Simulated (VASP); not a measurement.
# Mo (Im-3m) in VASP: notebook

Runs on Mo. Level: PBE. Tasks: single point, relaxation of cell and atoms.

All numbers are computed with VASP 6.6.1; they aren't measurements. Logs are shortened: lines on timing, memory, paths and dates and some standing lists are left out, and cuts for length are marked.

### 1 The cell of the first run

Symmetry: Im-3m, No. 229, cubic system. The conventional cell has a = 3.025 Å, b = 3.025 Å, c = 3.025 Å, α = 90.00°, β = 90.00°, γ = 90.00°. Within 3.5 Å of Mo (site symmetry m-3m) lie 14 Mo at 2.62 to 3.02 Å.

### 2 Single point, PBE

INCAR

```
PREC     = Accurate       # precision mode
ENCUT    = 520            # plane-wave cutoff, eV
EDIFF    = 1E-7           # SCF threshold, eV
ISMEAR   = -1             # smearing method
SIGMA    = 0.15           # smearing width, eV
LREAL    = False          # projectors in reciprocal space
LASPH    = True           # aspherical terms in the spheres
NELM     = 80             # most SCF steps
ALGO     = Fast           # electronic algorithm
ISIF     = 2              # what is computed and relaxed
LWAVE    = False          # write WAVECAR
LCHARG   = False          # write CHGCAR
GGA      = PE             # functional
NBANDS   = 13             # bands
```

KPOINTS

```
regular mesh
0
Gamma
  20 20 20
```

POSCAR

```
Mo
1.0
   -1.5124833508      1.5124833508      1.5124833508
    1.5124833508     -1.5124833508      1.5124833508
    1.5124833508      1.5124833508     -1.5124833508
Mo
1
Direct
    0.0000000000      0.0000000000      0.0000000000
```

Potentials or basis: VASP PAW PBE potentials, release 64 (Mo_sv).

Command:

```
> cat potpaw_PBE.64/Mo_sv/POTCAR > POTCAR
> mpirun -np 1 vasp_std > vasp.out
```

OUTCAR:

```text
PREC = Accurate
   ENCUT = 520
   EDIFF = 1E-7
   ISMEAR = -1
   LREAL = False
   LASPH = True
   NELM = 80
   ISIF = 2
   GGA = PE

 ion  position               nearest neighbor table
   1  0.000  0.000  0.000-

  LATTYP: Found a body centered cubic cell.
 ALAT       =     3.0249667016

  Lattice vectors:

 A1 = (  -1.5124833508,   1.5124833508,   1.5124833508)
 A2 = (   1.5124833508,  -1.5124833508,   1.5124833508)
 A3 = (   1.5124833508,   1.5124833508,  -1.5124833508)

Analysis of symmetry for initial positions (statically):
=====================================================================
 Subroutine PRICEL returns:
 Original cell was already a primitive cell.

 Routine SETGRP: Setting up the symmetry group for a
 body centered cubic supercell.

 Subroutine GETGRP returns: Found 48 space group operations
 (whereof 48 operations were pure point group operations)
 out of a pool of 48 trial point group operations.

The static configuration has the point symmetry O_h .

Analysis of symmetry for dynamics (positions and initial velocities):
=====================================================================
 Subroutine PRICEL returns:
 Original cell was already a primitive cell.

 Routine SETGRP: Setting up the symmetry group for a
 body centered cubic supercell.

 Subroutine GETGRP returns: Found 48 space group operations
 (whereof 48 operations were pure point group operations)
 out of a pool of 48 trial point group operations.

The dynamic configuration has the point symmetry O_h .

 Subroutine INISYM returns: Found 48 space group operations
 (whereof 48 operations are pure point group operations),
 and found     1 'primitive' translations

----------------------------------------------------------------------------------------

                                     Primitive cell

  volume of cell :      13.8399

  direct lattice vectors                    reciprocal lattice vectors
    -1.512483351  1.512483351  1.512483351     0.000000000  0.330582151  0.330582151
     1.512483351 -1.512483351  1.512483351     0.330582151  0.000000000  0.330582151
     1.512483351  1.512483351 -1.512483351     0.330582151  0.330582151  0.000000000

  length of vectors
     2.619698009  2.619698009  2.619698009     0.467513762  0.467513762  0.467513762

  position of ions in fractional coordinates (direct lattice)
     0.000000000  0.000000000  0.000000000

  ion indices of the primitive-cell ions
   primitive index   ion index
                 1           1

----------------------------------------------------------------------------------------

 KPOINTS: regular mesh

Automatic generation of k-mesh.
 Grid dimensions read from file:
 generate k-points for:   20   20   20

 Generating k-lattice:

  Cartesian coordinates                     Fractional coordinates (reciprocal lattice)
     0.000000000  0.016529108  0.016529108     0.050000000  0.000000000  0.000000000
     0.016529108  0.000000000  0.016529108     0.000000000  0.050000000  0.000000000
     0.016529108  0.016529108  0.000000000     0.000000000  0.000000000  0.050000000

  Length of vectors
     0.023375688  0.023375688  0.023375688

  Shift w.r.t. Gamma in fractional coordinates (k-lattice)
     0.000000000  0.000000000  0.000000000

 Subroutine IBZKPT returns following result:
 ===========================================

 Found    256 irreducible k-points:

 Following reciprocal coordinates:
            Coordinates               Weight
  0.000000  0.000000  0.000000      1.000000
  0.050000  0.000000  0.000000     12.000000
  0.100000  0.000000  0.000000     12.000000
  0.150000  0.000000  0.000000     12.000000
  0.200000  0.000000  0.000000     12.000000
  0.250000  0.000000  0.000000     12.000000
[... 16 lines left out ...]
  0.200000  0.100000 -0.000000     48.000000
  0.250000  0.100000 -0.000000     48.000000
 [... further k-points ...]
   k-points           NKPTS =    256   k-points in BZ     NKDIM =    256   number of bands    NBANDS=     13
   number of dos      NEDOS =    301   number of ions     NIONS =      1
   total plane-waves  NPLWV =   8000
   dimension x,y,z NGX =    20 NGY =   20 NGZ =   20
   dimension x,y,z NGXF=    40 NGYF=   40 NGZF=   40
   ions per type =               1
   NGX,Y,Z   is equivalent  to a cutoff of  12.69, 12.69, 12.69 a.u.
   NGXF,Y,Z  is equivalent  to a cutoff of  25.38, 25.38, 25.38 a.u.
 SYSTEM =  unknown system
   PREC   = accura    normal or accurate (medium, high low for compatibility)
   ISTART =      0    job   : 0-new  1-cont  2-samecut
   ICHARG =      2    charge: 1-file 2-atom 10-const
   ISPIN  =      1    spin polarized calculation?
   LNONCOLLINEAR =      F non collinear calculations
   LSORBIT =      F    spin-orbit coupling
   LASPH  =      T    aspherical Exc in radial PAW
   ENCUT  =  520.0 eV  38.22 Ry    6.18 a.u.   4.87  4.87  4.87*2*pi/ulx,y,z
   NELM   =     80;   NELMIN=  2; NELMDL= -5     # of ELM steps
   EDIFF  = 0.1E-06   stopping-criterion for ELM
   LREAL  =      F    real-space projection
   EDIFFG = 0.1E-05   stopping-criterion for IOM
   NSW    =      0    number of steps for IOM
   IBRION =     -1    ionic relax: 0-MD 1-quasi-New 2-CG
   NFREE  =      0    steps in history (QN), initial steepest desc. (CG)
   ISIF   =      2    stress and relaxation
   ISYM   =      2    0-nonsym 1-usesym 2-fastsym
   POTIM  = 0.5000    time-step for ionic-motion
   TEBEG  =    0.0;   TEEND  =   0.0 temperature during run
   PSTRESS=    0.0 pullay stress
   NELECT =      14.0000    total number of electrons
   NUPDOWN=      -1.0000    fix difference up-down
   EMIN   =  10.00;   EMAX   =-10.00  energy-range for DOS
   EFERMI =   0.00;   METHOD = LEGACY
   ISMEAR =    -1;   SIGMA  =   0.15  broadening in eV -4-tet -1-fermi 0-gaus
   EFERMI_NEDOS =   21; number of points for ismear=-14 and -15
   IALGO  =     68    algorithm
   IMIX   =      4    mixing-type and parameters
     AMIX     =   0.40;   BMIX     =  1.00
     AMIX_MAG =   1.60;   BMIX_MAG =  1.00
  volume/ion in A,a.u.               =      13.84        93.40
  Fermi-wavevector in a.u.,A,eV,Ry     =   1.643388  3.105554 36.745605  2.700726
  Thomas-Fermi vector in A             =   2.733531
   LORBIT       =      0    0 simple, 1 ext, 2 COOP (PROOUT), +10 PAW based schemes
   GGA     = PE    functional components
   LHFCALC =     F    Hartree Fock is set to
   AEXX    =    0.0000 exact exchange contribution
   IVDW    =     0    specifies the selected vdW correction
   LEPSILON=     F    determine dielectric tensor
   LRPA    =     F    only Hartree local field effects (RPA)
 non-spin polarized calculation
 RMM-DIIS sequential band-by-band and
  energy-cutoff  :      520.00
  volume of cell :       13.84
 maximum number of plane-waves:       386
   NGX =  9   NGY =  9   NGZ =  9

 number of electron      14.0000004 magnetization

 Free energy of the ion-electron system (eV)
  ---------------------------------------------------
  ext. energy  EPLUGINS =         0.00000000
  ---------------------------------------------------
  free energy    TOTEN  =       -10.70512945 eV

  energy without entropy =      -10.65988102  energy(sigma->0) =      -10.68250523

 E-fermi :  14.6811     XC(G=0): -14.0898

 val. band max:       14.6719648271   @ k =  -0.2500   0.3000   0.1000
 cond. band min:      14.6928394619   @ k =  -0.2500   0.3500   0.1000
 fundamental gap:      0.0208746349
 Fermi energy:        14.6810615084

 k-point     1 :       0.0000    0.0000    0.0000
  band No.  band energies     occupation
      1     -46.6781      2.00000
      2     -19.5995      2.00000
      3     -19.5995      2.00000
      4     -19.5995      2.00000
      5       7.0702      2.00000
      6      13.0337      1.99997
      7      13.0337      1.99997
      8      13.0337      1.99997
      9      16.5370      0.00001
     10      16.5370      0.00001
     11      29.6353      0.00000
     12      29.6353      0.00000
     13      29.6353      0.00000

 k-point     2 :       0.0500    0.0000    0.0000
  band No.  band energies     occupation
      1     -46.6680      2.00000
      2     -19.6541      2.00000
      3     -19.6159      2.00000
      4     -19.6001      2.00000
      5       7.1988      2.00000
      6      12.9569      1.99998
      7      13.0215      1.99997
      8      13.1563      1.99992
      9      16.4146      0.00002
     10      16.5371      0.00001
     11      29.7418      0.00000
     12      29.8522      0.00000
     13      29.9324      0.00000

 k-point     3 :       0.1000    0.0000    0.0000
  band No.  band energies     occupation
      1     -46.6385      2.00000
      2     -19.8107      2.00000
      3     -19.6631      2.00000
      4     -19.6018      2.00000
      5       7.5655      2.00000
      6      12.7418      2.00000
      7      12.9711      1.99998
      8      13.5200      1.99913
      9      16.1344      0.00012
     10      16.5427      0.00001
     11      30.0199      0.00000
     12      30.4867      0.00000
     13      30.7154      0.00000

 k-point     4 :       0.1500    0.0000    0.0000
  band No.  band energies     occupation
      1     -46.5922      2.00000
      2     -20.0501      2.00000
      3     -19.7360      2.00000
      4     -19.6044      2.00000
      5       8.1068      2.00000
      6      12.4262      2.00000
      7      12.8677      1.99999
      8      14.1124      1.95584
      9      15.8849      0.00065
     10      16.5665      0.00001
     11      30.3271      0.00000
     12      31.4968      0.00000
     13      31.6833      0.00000

 k-point     5 :       0.2000    0.0000    0.0000
  band No.  band energies     occupation
      1     -46.5333      2.00000
      2     -20.3445      2.00000
      3     -19.8267      2.00000
      4     -19.6078      2.00000
      5       8.6892      2.00000
      6      12.0576      2.00000
      7      12.7851      1.99999
      8      14.9119      0.35334
      9      15.8103      0.00107
     10      16.6233      0.00000
     11      30.3964      0.00000
     12      32.3601      0.00000
     13      32.8277      0.00000
[... 257 lines left out ...]
 k-point    22 :       0.1500    0.1000   -0.0000
  band No.  band energies     occupation
      1     -46.5098      2.00000
      2     -20.4384      2.00000
      3     -19.8261      2.00000
      4     -19.6691      2.00000
      5       9.0012      2.00000
      6      12.0904      2.00000
      7      12.3574      2.00000
      8      15.4424      0.01242
      9      15.5469      0.00621
     10      16.8875      0.00000
     11      30.9872      0.00000
     12      32.0043      0.00000
     13      32.9158      0.00000

 k-point    23 :       0.2000    0.1000   -0.0000
  band No.  band energies     occupation
      1     -46.4469      2.00000
      2     -20.7180      2.00000
      3     -19.9368      2.00000
      4     -19.6786      2.00000
      5       9.4334      2.00000
      6      11.7205      2.00000
      7      12.4346      2.00000
      8      15.5852      0.00481
      9      16.5201      0.00001
     10      17.0607      0.00000
     11      30.5000      0.00000
     12      32.0337      0.00000
     13      33.8763      0.00000

 k-point    24 :       0.2500    0.1000   -0.0000
  band No.  band energies     occupation
      1     -46.3834      2.00000
      2     -20.9897      2.00000
      3     -20.0504      2.00000
      4     -19.6857      2.00000
      5       9.5187      2.00000
      6      11.3870      2.00000
      7      12.9257      1.99998
      8      15.8190      0.00101
      9      17.1822      0.00000
     10      17.7380      0.00000
     11      29.6041      0.00000
     12      31.4589      0.00000
     13      35.2076      0.00000

 [... further k-points ...]
[... 5 lines left out ...]
  --------------------------------------------------------------------------------------
  -------------------------------------------------------------------------------------
  Total        3.9679530      3.9679530      3.9679530      0.0000000      0.0000000     -0.0000000
  in kB      459.3516729    459.3516729    459.3516729      0.0000000      0.0000000     -0.0000000
  external PRESSURE =     459.3516729 kB  Pullay stress =       0.0000000 kB

 VOLUME and BASIS-vectors are now :
 -----------------------------------------------------------------------------
  energy-cutoff  :      520.00
  volume of cell :       13.84
      direct lattice vectors                 reciprocal lattice vectors
    -1.512483351  1.512483351  1.512483351     0.000000000  0.330582151  0.330582151
     1.512483351 -1.512483351  1.512483351     0.330582151  0.000000000  0.330582151
     1.512483351  1.512483351 -1.512483351     0.330582151  0.330582151  0.000000000

 POSITION                                       TOTAL-FORCE (eV/Angst)
 -----------------------------------------------------------------------------------
      0.00000      0.00000      0.00000        -0.000000      0.000000     -0.000000
 -----------------------------------------------------------------------------------
    total drift:                                0.000000     -0.000000      0.000000

  FREE ENERGIE OF THE ION-ELECTRON SYSTEM (eV)
  ---------------------------------------------------
  free  energy   TOTEN  =       -10.7051294463 eV

  energy  without entropy=      -10.6598810203  energy(sigma->0) =      -10.68250523
```

Wall time 19 s (1 thread of Intel Xeon 6975P-C (Granite Rapids), shared host); peak memory 0.15 GiB.

What came out:

```yaml
Free_energy: -10.7051 eV
Pressure: 45.9 GPa
Band_gap_on_the_k_mesh: zero (bands 7 and 8 overlap by 6.35 eV)
```

Levels at points of the mesh, in eV from the Fermi level:
```
           k point  band 5  band 6  band 7  band 8  band 9  band 10
(0.00, 0.00, 0.00)   -7.61   -1.65   -1.65   -1.65    1.86     1.86
(0.50, 0.00, 0.00)   -6.13   -4.06    1.97    2.16    2.71     5.64
(0.50, 0.50, 0.50)   -6.48   -6.48    4.70    4.70    4.70    10.06
```

Caveat: the cell stands under pressure.

### 3 Relaxation of cell and atoms, PBE, target pressure 45 GPa, at which the enthalpy is minimised

This run uses another cell than the first one, of 15.58 Å³/atom.

INCAR

```
PREC     = Accurate       # precision mode
ENCUT    = 600            # plane-wave cutoff, eV
EDIFF    = 1E-6           # SCF threshold, eV
ISMEAR   = 0              # smearing method
SIGMA    = 0.1            # smearing width, eV
LREAL    = F              # projectors in reciprocal space
LASPH    = T              # aspherical terms in the spheres
NELM     = 80             # most SCF steps
ALGO     = Normal         # electronic algorithm
ISIF     = 3              # what is computed and relaxed
LWAVE    = F              # write WAVECAR
LCHARG   = F              # write CHGCAR
GGA      = PE             # functional
IBRION   = 2              # ionic algorithm
NSW      = 100            # ionic steps
EDIFFG   = -0.002         # ionic threshold
PSTRESS  = 450.0
```

KPOINTS

```
regular mesh
0
Gamma
  18 18 18
```

POSCAR

```
Mo
1.0
   -1.5734150000      1.5734150000      1.5734150000
    1.5734150000     -1.5734150000      1.5734150000
    1.5734150000      1.5734150000     -1.5734150000
Mo
1
Direct
    0.0000000000      0.0000000000      0.0000000000
```

Potentials or basis: VASP PAW PBE potentials, release 64 (Mo_sv).

Command:

```
> cat potpaw_PBE.64/Mo_sv/POTCAR > POTCAR
> mpirun -np 1 vasp_std > vasp.out
```

Run time: 41 s. Hardware: 1 thread of Intel Xeon 6975P-C (Granite Rapids), shared host; peak memory 0.18 GiB.

It converged, with:

```yaml
Free_energy: -10.6929 eV
Relaxed_volume: 13.88 Å³/atom
Relaxed_cell: a = 2.622 Å, b = 2.622 Å, c = 2.622 Å, α = 109.47°, β = 109.47°, γ = 109.47°
Space_group_after_relaxing_to_0.1_Å: Im-3m (No. 229)
Energy_change_on_relaxing_the_run_minimises_the_enthalpy: +239.3 meV/atom
Ionic_steps: 5
Pressure_after_relaxing: 45.0 GPa
Band_gap_on_the_k_mesh: zero (bands 7 and 8 overlap by 6.32 eV)
```

The path:
```tsv
step	energy change (eV)	largest force (eV/Å)	pressure (GPa)	volume (Å³)
1	0.0000	0.0000	3.89	15.58
2	8.6911	0.0000	623.03	8.19
3	0.1432	0.0000	33.31	14.27
4	0.1994	0.0000	40.43	14.02
5	0.2393	0.0000	45.02	13.88
```

Final structure:
```yaml
crystal:
  lattice:
    - [-1.51378, 1.51378, 1.51378]
    - [1.51378, -1.51378, 1.51378]
    - [1.51378, 1.51378, -1.51378]
  atoms:
    - { symbol: Mo, position: [0.00000, 0.00000, 0.00000] }
```

Levels at points of the mesh, in eV from the Fermi level:
| k point | band 3 | band 4 | band 5 | band 6 | band 7 | band 8 | band 9 | band 10 | band 11 |
| --- | --- | --- | --- | --- | --- | --- | --- | --- | --- |
| (0.00, 0.00, 0.00) | -34.32 | -34.32 | -7.62 | -1.67 | -1.67 | -1.67 | 1.83 | 1.83 | 14.93 |
| (0.50, 0.00, 0.00) | -34.95 | -34.34 | -6.13 | -4.06 | 1.94 | 2.13 | 2.67 | 5.59 | 12.14 |
| (0.50, 0.50, 0.50) | -35.69 | -35.69 | -6.48 | -6.48 | 4.66 | 4.66 | 4.66 | 10.02 | 10.02 |

Caveat: the cell is relaxed towards a set pressure, so the run minimises the enthalpy, not the energy.

### 4 Relaxation of cell and atoms, PBE, target pressure 45 GPa, at which the enthalpy is minimised

INCAR

```
  PREC = Accurate
  ENCUT = 600
  EDIFF = 1E-6
  ISMEAR = 0
  SIGMA = 0.1
  LREAL = False
  LASPH = True
  NELM = 100
  ALGO = Normal
  ISIF = 3
  LWAVE = False
  LCHARG = False
  GGA = PE
  IBRION = 2
  NSW = 100
  EDIFFG = -0.002
  PSTRESS = 450.0
```

KPOINTS

```
Automatic mesh
0
Gamma
  20 20 20
```

POSCAR

```
Mo
1.0
   -1.5128157370      1.5128157370      1.5128157370
    1.5128157370     -1.5128157370      1.5128157370
    1.5128157370      1.5128157370     -1.5128157370
Mo
1
Direct
    0.0000000000      0.0000000000      0.0000000000
```

Command:

```
> cat potpaw_PBE.64/Mo_sv/POTCAR > POTCAR
> mpirun -np 1 vasp_std > vasp.out
```

Wall time 24 s (1 thread of Intel Xeon 6975P-C (Granite Rapids), shared host); peak memory 0.17 GiB.

It converged, with:

* Free energy: -10.6906 eV
* Relaxed volume: 13.86 Å³/atom
* Relaxed cell: a = 2.621 Å, b = 2.621 Å, c = 2.621 Å, α = 109.47°, β = 109.47°, γ = 109.47°
* Space group after relaxing (to 0.1 Å): Im-3m (No. 229)
* Energy change on relaxing (the run minimises the enthalpy): -4.0 meV/atom
* Ionic steps: 3
* Pressure after relaxing: 45.0 GPa
* Band gap on the k mesh: zero (bands 7 and 8 overlap by 6.33 eV)

Step by step:
```
step  energy change (eV)  largest force (eV/Å)  pressure (GPa)  volume (Å³)
   1              0.0000                0.0000           45.46        13.85
   2             -0.0220                0.0000           43.03        13.93
   3             -0.0040                0.0000           45.00        13.86
```

Final structure:
```yaml
crystal:
  lattice:
    - [-1.51334, 1.51334, 1.51334]
    - [1.51334, -1.51334, 1.51334]
    - [1.51334, 1.51334, -1.51334]
  atoms:
    - { symbol: Mo, position: [0.00000, 0.00000, 0.00000] }
```

Levels at points of the mesh, in eV from the Fermi level:
```tsv
k point	band 3	band 4	band 5	band 6	band 7	band 8	band 9	band 10	band 11
(0.00, 0.00, 0.00)	-34.31	-34.31	-7.63	-1.67	-1.67	-1.67	1.83	1.83	14.93
(0.50, 0.00, 0.00)	-34.95	-34.34	-6.14	-4.07	1.94	2.13	2.68	5.60	12.13
(0.50, 0.50, 0.50)	-35.69	-35.69	-6.49	-6.49	4.66	4.66	4.66	10.02	10.02
```

Caveat: the cell is relaxed towards a set pressure, so the run minimises the enthalpy, not the energy.

[end of part 1 of 2]
